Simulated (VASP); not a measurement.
# Al (a cell with a defect) in VASP: relaxation of the atoms with PBE

Aim: the relaxation of the atoms of Al (a cell with a defect) with PBE.

Everything below comes from runs of VASP 6.6.1. Logs are shortened: lines on timing, memory, paths and dates and some standing lists are left out, and cuts for length are marked.

### Step 1. The cell of the first run

The cell holds a defect, 26 atoms: a = 8.574 Å, b = 8.574 Å, c = 8.574 Å, α = 60.00°, β = 60.00°, γ = 60.00°.

### Step 2. Relaxation of the atoms, PBE (atoms taken out)

Input file INCAR:

```
ALGO = Normal
EDIFF = 1E-7
EDIFFG = -0.025
ENCUT = 450
GGA = PE
GGA_COMPAT = False
IBRION = 2
ISIF = 2
ISMEAR = 0
KPAR = 4
LASPH = True
LCHARG = False
LREAL = False
LWAVE = False
NELM = 120
NELMIN = 4
NSW = 65
PREC = Accurate
SIGMA = 0.1
```

Input file KPOINTS:

```
k-points
0
Gamma
  6 6 6
```

Input file POSCAR:

```
Al
1.0
   -6.0624313445     -6.0624313445      0.0000000000
    0.0000000000     -6.0624313445      6.0624313445
   -6.0624313445      0.0000000000      6.0624313445
Al
26
Direct
    0.3333333333      0.0000000000      0.0000000000
    0.0000000000      0.0000000000      0.0000000000
    0.6666666667      0.3333333333      0.0000000000
    0.3333333333      0.3333333333      0.0000000000
    0.0000000000      0.3333333333      0.0000000000
    0.6666666667      0.6666666667      0.0000000000
    0.3333333333      0.6666666667      0.0000000000
    0.0000000000      0.6666666667      0.0000000000
    0.6666666667      0.0000000000      0.3333333333
    0.3333333333      0.0000000000      0.3333333333
    0.0000000000      0.0000000000      0.3333333333
    0.6666666667      0.3333333333      0.3333333333
    0.3333333333      0.3333333333      0.3333333333
    0.0000000000      0.3333333333      0.3333333333
    0.6666666667      0.6666666667      0.3333333333
    0.3333333333      0.6666666667      0.3333333333
    1.0000000000      0.6666666667      0.3333333333
    0.6666666667      0.0000000000      0.6666666667
    0.3333333333      0.0000000000      0.6666666667
    0.0000000000      0.0000000000      0.6666666667
    0.6666666667      0.3333333333      0.6666666667
    0.3333333333      0.3333333333      0.6666666667
    1.0000000000      0.3333333333      0.6666666667
    0.6666666667      0.6666666667      0.6666666667
    0.3333333333      0.6666666667      0.6666666667
    0.0000000000      0.6666666667      0.6666666667
```

Potentials or basis: VASP PAW PBE potentials, release 64 (Al).

Started as:

```bash
$ cat potpaw_PBE.64/Al/POTCAR > POTCAR
$ mpirun -np 4 vasp_std > vasp.out
```

OUTCAR:

```text
EDIFF = 1E-7
   EDIFFG = -0.025
   ENCUT = 450
   GGA = PE
   IBRION = 2
   ISIF = 2
   ISMEAR = 0
   LASPH = True
   LREAL = False
   NELM = 120
   NELMIN = 4
   NSW = 65
   PREC = Accurate

 ion  position               nearest neighbor table
   1  0.333  0.000  0.000-   2 2.86   4 2.86   5 2.86   7 2.86  10 2.86  11 2.86  16 2.86  19 2.86
                            22 2.86   6 2.86  18 2.86
   2  0.000  0.000  0.000-   1 2.86   3 2.86   5 2.86   7 2.86   8 2.86   9 2.86  11 2.86  17 2.86
                            19 2.86  20 2.86  23 2.86
   3  0.667  0.333  0.000-   2 2.86   5 2.86   9 2.86  12 2.86  21 2.86  23 2.86  13 2.86  24 2.86
                             4 2.86   6 2.86   7 2.86
   4  0.333  0.333  0.000-   1 2.86   5 2.86  10 2.86  13 2.86  14 2.86  22 2.86  21 2.86   8 2.86
                            25 2.86   7 2.86   3 2.86
   5  0.000  0.333  0.000-   1 2.86   2 2.86   3 2.86   4 2.86  11 2.86  12 2.86  14 2.86  22 2.86
                            23 2.86   6 2.86  26 2.86   8 2.86
   6  0.667  0.667  0.000-   8 2.86  15 2.86  18 2.86  24 2.86  26 2.86  16 2.86   1 2.86  12 2.86
                             5 2.86   7 2.86   3 2.86
   7  0.333  0.667  0.000-   1 2.86   2 2.86   8 2.86  16 2.86  17 2.86  19 2.86  25 2.86  24 2.86
                            13 2.86   4 2.86   6 2.86   3 2.86
   8  0.000  0.667  0.000-   2 2.86   6 2.86   7 2.86  15 2.86  17 2.86  20 2.86  25 2.86  26 2.86
                            14 2.86   4 2.86   5 2.86
   9  0.667  0.000  0.333-   2 2.86   3 2.86  11 2.86  12 2.86  15 2.86  17 2.86  13 2.86  24 2.86
[... 21 lines left out ...]
  20  0.000  0.000  0.667-   2 2.86   8 2.86  18 2.86  19 2.86  21 2.86  23 2.86  25 2.86  26 2.86
                            10 2.86  14 2.86  11 2.86
  21  0.667  0.333  0.667-   3 2.86  18 2.86  20 2.86  23 2.86  14 2.86   4 2.86  15 2.86  22 2.86
                            12 2.86  24 2.86  25 2.86
  22  0.333  0.333  0.667-   1 2.86   4 2.86   5 2.86  19 2.86  23 2.86  18 2.86  26 2.86  13 2.86
                            21 2.86  16 2.86  25 2.86  12 2.86
  23  0.000  0.333  0.667-   2 2.86   3 2.86   5 2.86  19 2.86  20 2.86  21 2.86  22 2.86  13 2.86
                            24 2.86  17 2.86  14 2.86  26 2.86
  24  0.667  0.667  0.667-   6 2.86  18 2.86  26 2.86   9 2.86  17 2.86   3 2.86  19 2.86  23 2.86
                             7 2.86  15 2.86  25 2.86  21 2.86
  25  0.333  0.667  0.667-   7 2.86   8 2.86  19 2.86  20 2.86  26 2.86  10 2.86   4 2.86  16 2.86
                            21 2.86  22 2.86  24 2.86  15 2.86
  26  0.000  0.667  0.667-   6 2.86   8 2.86  18 2.86  20 2.86  24 2.86  25 2.86  11 2.86  22 2.86
                            16 2.86   5 2.86  17 2.86  23 2.86

  LATTYP: Found a face centered cubic cell.
 ALAT       =    12.1248626890

  Lattice vectors:

 A1 = (  -6.0624313445,  -6.0624313445,   0.0000000000)
 A2 = (   0.0000000000,  -6.0624313445,   6.0624313445)
 A3 = (  -6.0624313445,   0.0000000000,   6.0624313445)

Analysis of symmetry for initial positions (statically):
=====================================================================
 Subroutine PRICEL returns:
 Original cell was already a primitive cell.
[... 182 lines left out ...]
     AMIX     =   0.40;   BMIX     =  1.00
     AMIX_MAG =   1.60;   BMIX_MAG =  1.00
  volume/ion in A,a.u.               =      17.14       115.66
  Fermi-wavevector in a.u.,A,eV,Ry     =   0.915763  1.730540 11.410131  0.838621
  Thomas-Fermi vector in A             =   2.040541
   LORBIT       =      0    0 simple, 1 ext, 2 COOP (PROOUT), +10 PAW based schemes
   GGA     = PE    functional components
   LHFCALC =     F    Hartree Fock is set to
   AEXX    =    0.0000 exact exchange contribution
   IVDW    =     0    specifies the selected vdW correction
   LEPSILON=     F    determine dielectric tensor
   LRPA    =     F    only Hartree local field effects (RPA)
 conjugate gradient relaxation of ions
 non-spin polarized calculation
 Gauss-broadening in eV      SIGMA  =   0.10
  energy-cutoff  :      450.00
  volume of cell :      445.63
 maximum number of plane-waves:      9685
   NGX = 29   NGY = 29   NGZ = 29

--------------------------------------- Ionic step        1  -------------------------------------------

 number of electron      78.0000002 magnetization

 Free energy of the ion-electron system (eV)
  ---------------------------------------------------
  ext. energy  EPLUGINS =         0.00000000
  ---------------------------------------------------
  free energy    TOTEN  =       -96.61317711 eV

  energy without entropy =      -96.55286231  energy(sigma->0) =      -96.58301971

------------------------ aborting loop because EDIFF is reached ----------------------------------------

  FORCE on cell =-STRESS in cart. coord.  units (eV):
  Direction    XX          YY          ZZ          XY          YZ          ZX
  --------------------------------------------------------------------------------------
  -------------------------------------------------------------------------------------
  Total       -2.2813826     -2.2813826     -2.2813826     -0.0000000      0.0000000      0.0000000
  in kB       -8.2023484     -8.2023484     -8.2023484     -0.0000000      0.0000000      0.0000000
  external PRESSURE =      -8.2023484 kB  Pullay stress =       0.0000000 kB
[... 107 lines left out ...]
--------------------------------------- Ionic step        3  -------------------------------------------

 number of electron      78.0000001 magnetization

 Free energy of the ion-electron system (eV)
  ---------------------------------------------------
  ext. energy  EPLUGINS =         0.00000000
  ---------------------------------------------------
  free energy    TOTEN  =       -96.64849309 eV

  energy without entropy =      -96.58792714  energy(sigma->0) =      -96.61821012

 E-fermi :   7.5426     XC(G=0): -10.0267

 val. band max:        7.5107574516   @ k =  -0.3333   0.3333   0.0000
 cond. band min:       7.5480569896   @ k =   0.5000   0.3333   0.1667
 fundamental gap:      0.0372995380
 Fermi energy:         7.5425647237

 k-point     1 :       0.0000    0.0000    0.0000
  band No.  band energies     occupation
      1      -3.3848      2.00000
      2      -0.5225      2.00000
      3      -0.4869      2.00000
      4      -0.4869      2.00000
      5      -0.4869      2.00000
      6      -0.4306      2.00000
[... 853 lines left out ...]
     50       9.2490      0.00000
     51       9.9237      0.00000
 [bands above 51 left out]

------------------------ aborting loop because EDIFF is reached ----------------------------------------

  FORCE on cell =-STRESS in cart. coord.  units (eV):
  Direction    XX          YY          ZZ          XY          YZ          ZX
  --------------------------------------------------------------------------------------
  -------------------------------------------------------------------------------------
  Total       -2.5658726     -2.5658726     -2.5658726     -0.0000000      0.0000000      0.0000000
  in kB       -9.2251869     -9.2251869     -9.2251869     -0.0000000      0.0000000      0.0000000
  external PRESSURE =      -9.2251869 kB  Pullay stress =       0.0000000 kB
[... 41 lines left out ...]
  FREE ENERGIE OF THE ION-ELECTRON SYSTEM (eV)
  ---------------------------------------------------
  free  energy   TOTEN  =       -96.6484930937 eV

  energy  without entropy=      -96.5879271417  energy(sigma->0) =      -96.61821012

 reached required accuracy - stopping structural energy minimisation
```

OSZICAR:

```text
N       E                     dE             d eps       ncg     rms          rms(c)
DAV:   1     0.992558357857E+02    0.99256E+02   -0.24956E+04  1696   0.105E+03
[... 26 lines left out ...]
DAV:   1    -0.966511504906E+02   -0.20863E-01   -0.98196E-01  1817   0.328E+00    0.356E-01
DAV:   2    -0.966488320879E+02    0.23184E-02   -0.54649E-02  1987   0.869E-01    0.172E-01
DAV:   3    -0.966485241747E+02    0.30791E-03   -0.25393E-03  2289   0.170E-01    0.117E-01
DAV:   4    -0.966484941024E+02    0.30072E-04   -0.27639E-04  1986   0.562E-02    0.404E-02
DAV:   5    -0.966484936163E+02    0.48615E-06   -0.67703E-05  2009   0.248E-02    0.808E-03
DAV:   6    -0.966484929639E+02    0.65239E-06   -0.12665E-05  1996   0.116E-02    0.550E-03
DAV:   7    -0.966484931266E+02   -0.16266E-06   -0.42844E-07  1982   0.269E-03    0.147E-03
DAV:   8    -0.966484930937E+02    0.32914E-07   -0.18295E-07  1288   0.134E-03
   3 F= -.96648493E+02 E0= -.96618210E+02  d E =-.353160E-01
```

CONTCAR:

```text
Al
   1.00000000000000
    -6.0624313445000002   -6.0624313445000002    0.0000000000000000
     0.0000000000000000   -6.0624313445000002    6.0624313445000002
    -6.0624313445000002    0.0000000000000000    6.0624313445000002
  Al
    26
Direct
     0.3369613294307141    0.0000000000000000    0.0000000000000000
     0.9963720038692829    0.0000000000000000    0.0000000000000000
     0.6666666667000030    0.3297053371692800    0.0000000000000000
     0.3369613294307141    0.3297053371692800    0.0000000000000000
     0.0002031350104868    0.3335364683104838    0.9993905949685397
     0.6666666667000030    0.6702946628307200    0.0000000000000000
[... 18 lines left out ...]
     0.3331301982895102    0.6664635316895162    0.6664635316895162
     0.9997294031860804    0.6669372635139226    0.6669372635139226

  0.00000000E+00  0.00000000E+00  0.00000000E+00
  0.00000000E+00  0.00000000E+00  0.00000000E+00
  0.00000000E+00  0.00000000E+00  0.00000000E+00
  0.00000000E+00  0.00000000E+00  0.00000000E+00
  0.00000000E+00  0.00000000E+00  0.00000000E+00
  0.00000000E+00  0.00000000E+00  0.00000000E+00
[... 18 lines left out ...]
  0.00000000E+00  0.00000000E+00  0.00000000E+00
  0.00000000E+00  0.00000000E+00  0.00000000E+00
```

Run time: 5.7 min. Hardware: 4 MPI ranks of Intel Xeon Platinum 8259CL at 2.50GHz (Skylake/Cascade Lake), shared host; peak memory 0.64 GiB.

Results:

| Item | Value |
| --- | --- |
| Free energy | -96.6485 eV |
| Energy gained by relaxing | 1.4 meV/atom |
| Ionic steps | 3 |
| Pressure after relaxing | -0.9 GPa |
| Largest force after relaxing | 0.005 eV/Å |
| Band gap on the k mesh | zero (bands 39 and 40 overlap by 0.80 eV) |

Forces on the atoms (eV/Å):
```
Al  -0.003 -0.003  0.000
Al   0.003  0.003  0.000
Al   0.000  0.003 -0.003
Al  -0.003  0.000 -0.003
Al  -0.001  0.001  0.001
Al   0.000 -0.003  0.003
Al   0.001 -0.001 -0.001
Al   0.003  0.000  0.003
Al   0.003  0.000 -0.003
Al   0.000 -0.003 -0.003
Al   0.001 -0.001  0.001
Al  -0.001 -0.001 -0.001
Al   0.000  0.000  0.005
Al   0.001  0.001 -0.001
Al   0.003 -0.003  0.000
Al   0.000  0.005  0.000
Al  -0.005  0.000  0.000
Al  -0.003  0.000  0.003
Al  -0.001  0.001 -0.001
Al   0.000  0.003  0.003
Al  -0.003  0.003  0.000
Al   0.005  0.000  0.000
Al   0.000 -0.005  0.000
Al   0.001  0.001  0.001
Al  -0.001 -0.001  0.001
Al   0.000  0.000 -0.005
```

The path:
| step | energy change (eV) | largest force (eV/Å) | pressure (GPa) |
| --- | --- | --- | --- |
| 1 | 0.0000 | 0.1841 | -0.82 |
| 2 | -0.0171 | 0.1317 | -0.86 |
| 3 | -0.0353 | 0.0052 | -0.92 |

Final structure:
```yaml
crystal:
  lattice:
    - [-6.06243, -6.06243, 0.00000]
    - [0.00000, -6.06243, 6.06243]
    - [-6.06243, 0.00000, 6.06243]
  atoms:
    - { symbol: Al, position: [0.33696, 0.00000, 0.00000] }
    - { symbol: Al, position: [0.99637, 0.00000, 0.00000] }
    - { symbol: Al, position: [0.66667, 0.32971, 0.00000] }
    - { symbol: Al, position: [0.33696, 0.32971, 0.00000] }
    - { symbol: Al, position: [0.00020, 0.33354, 0.99939] }
    - { symbol: Al, position: [0.66667, 0.67029, 0.00000] }
    - { symbol: Al, position: [0.33313, 0.66646, 0.00061] }
    - { symbol: Al, position: [0.99637, 0.67029, 0.00000] }
    - { symbol: Al, position: [0.66667, 0.00000, 0.32971] }
    - { symbol: Al, position: [0.33696, 0.00000, 0.32971] }
    - { symbol: Al, position: [0.00020, 0.99939, 0.33354] }
    - { symbol: Al, position: [0.66606, 0.33354, 0.33354] }
    - { symbol: Al, position: [0.33360, 0.33306, 0.33306] }
    - { symbol: Al, position: [0.00020, 0.33354, 0.33354] }
    - { symbol: Al, position: [0.66667, 0.67029, 0.32971] }
    - { symbol: Al, position: [0.33360, 0.66694, 0.33306] }
    - { symbol: Al, position: [0.99973, 0.66694, 0.33306] }
    - { symbol: Al, position: [0.66667, 0.00000, 0.67029] }
    - { symbol: Al, position: [0.33313, 0.00061, 0.66646] }
    - { symbol: Al, position: [0.99637, 0.00000, 0.67029] }
    - { symbol: Al, position: [0.66667, 0.32971, 0.67029] }
    - { symbol: Al, position: [0.33360, 0.33306, 0.66694] }
    - { symbol: Al, position: [0.99973, 0.33306, 0.66694] }
    - { symbol: Al, position: [0.66728, 0.66646, 0.66646] }
    - { symbol: Al, position: [0.33313, 0.66646, 0.66646] }
    - { symbol: Al, position: [0.99973, 0.66694, 0.66694] }
```

Caveat: the cell differs from its parent crystal (atoms taken out).

The gap in the log of VASP goes by the Fermi energy; the results here count the filled bands.